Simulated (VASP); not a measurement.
Set up this calculation in VASP 6.6.1, as the native input.

| Property | Result |
| --- | --- |
| Task | relaxation of cell and atoms |
| Functional | PBE |
| Potentials or basis | VASP PAW PBE potentials, release 64 (Rb_sv, Sr_sv) |
| Cutoff | 600 eV |
| k mesh | 12 × 12 × 12 |
| Occupations | gaussian, width 0.1 eV |
| Spin | no spin polarisation |
| Dipole correction | no |
| Further INCAR settings | ALGO = Normal; EDIFF = 1e-06; IBRION = 2; EDIFFG = -0.01; NSW = 100; ISIF = 3 |

The structure of RbSr lies in POSCAR:

```
RbSr
1.0
    0.0000000000      4.2178666794      4.2178666794
    4.2178666794      0.0000000000      4.2178666794
    4.2178666794      4.2178666794      0.0000000000
Rb Sr
1 1
Direct
    0.0000000000      0.0000000000      0.0000000000
    0.5000000000      0.5000000000      0.5000000000
```

The cell was built from a structure type or drawn by symmetry, and may not be a known phase.

These files were run (other wordings do the same):

INCAR

```
SYSTEM = RbSr
  PREC = Accurate
  ENCUT = 600
  EDIFF = 1E-6
  ISMEAR = 0
  SIGMA = 0.1
  LREAL = .FALSE.
  LASPH = .TRUE.
  NELM = 100
  ALGO = Normal
  ISIF = 3
  LWAVE = .FALSE.
  LCHARG = .FALSE.
  GGA = PE
  IBRION = 2
  NSW = 100
  EDIFFG = -0.01
```

KPOINTS

```
regular mesh
0
G
  12 12 12
  0 0 0
```

Potentials or basis: VASP PAW PBE potentials, release 64 (Rb_sv, Sr_sv).

The run is started by

```sh
$ cat potpaw_PBE.64/Rb_sv/POTCAR potpaw_PBE.64/Sr_sv/POTCAR > POTCAR
$ mpirun -np 1 vasp_std > vasp.out
```

Results of the run:

```
Relaxed volume                        : 80.21 Å³/atom
Relaxed cell                          : a = 6.099 Å, b = 6.099 Å, c = 6.099 Å, α = 60.00°, β = 60.00°, γ = 60.00°
Space group after relaxing (to 0.1 Å) : Fm-3m (No. 225)
Energy gained by relaxing             : 3.5 meV/atom
Ionic steps                           : 5
Pressure after relaxing               : 0.0 GPa
Band gap on the k mesh                : zero (an odd number of electrons rules out a gap without spin polarisation)
```

It took 13 min on 1 thread of Intel(R) Xeon(R) Platinum 8375C CPU @ 2.90GHz (Ice Lake), on a shared host, peak memory 0.5 GiB.
